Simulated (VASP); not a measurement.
Crystal: GeBr.

```xyz
2
Lattice="3.0847 0.0000 0.0000 -1.5423 2.6714 0.0000 0.0000 0.0000 6.6262" Properties=species:S:1:pos:R:3 pbc="T T T"
Ge    0.0000    0.0000    0.0000
Br    0.0000    0.0000    3.3131
```

* Program: VASP 6.6.1
* Task: relaxation of cell and atoms
* Functional: PBE
* Potentials or basis: VASP PAW PBE potentials, release 64 (Ge_d, Br)
* Cutoff: 600 eV
* k mesh: 6 × 6 × 4
* Occupations: gaussian, width 0.1 eV
* Spin: no spin polarisation

At the start: pressure -2.0 GPa; volume 27.30 Å³/atom.

Where does the relaxation end?

Over 11 steps the energy falls by 218.3 meV/atom and the volume is 25.37 Å³/atom (-7.1 %); space group P6/mmm (No. 191, to 0.05 Å).

Step by step:
| step | energy change (eV) | largest force (eV/Å) | pressure (GPa) | volume (Å³) |
| --- | --- | --- | --- | --- |
| 1 | 0.0000 | 0.0000 | -1.99 | 54.60 |
| 2 | -0.2623 | 0.0000 | -1.78 | 51.82 |
| 3 | 0.1382 | 0.0000 | 16.51 | 42.30 |
| 4 | -0.3902 | 0.0000 | -0.83 | 49.82 |
| 5 | -0.4154 | 0.0000 | 0.81 | 48.54 |
| 6 | -0.4180 | 0.0000 | 1.48 | 48.09 |
| 7 | -0.4165 | 0.0000 | 2.29 | 47.66 |
| 8 | -0.4182 | 0.0000 | 1.94 | 47.95 |
| 9 | -0.4361 | 0.0000 | 0.29 | 50.18 |
| 10 | -0.4364 | 0.0000 | -0.23 | 51.11 |
| 11 | -0.4366 | 0.0000 | -0.02 | 50.75 |

Final structure:
```cif
data_structure
_symmetry_space_group_name_H-M 'P 1'
_symmetry_Int_Tables_number 1
_cell_length_a 3.2728
_cell_length_b 3.2728
_cell_length_c 5.4706
_cell_angle_alpha 90.000
_cell_angle_beta 90.000
_cell_angle_gamma 120.000
_cell_volume 50.75
loop_
_atom_site_label
_atom_site_type_symbol
_atom_site_fract_x
_atom_site_fract_y
_atom_site_fract_z
_atom_site_occupancy
Ge1 Ge 0.00000 0.00000 0.00000 1
Br1 Br 0.00000 0.00000 0.50000 1
```

Caveat: the k points lie up to 0.37 Å⁻¹ apart in the final cell; an odd number of electrons without spin polarisation forces a metal; a magnetic or distorted state may lie lower.
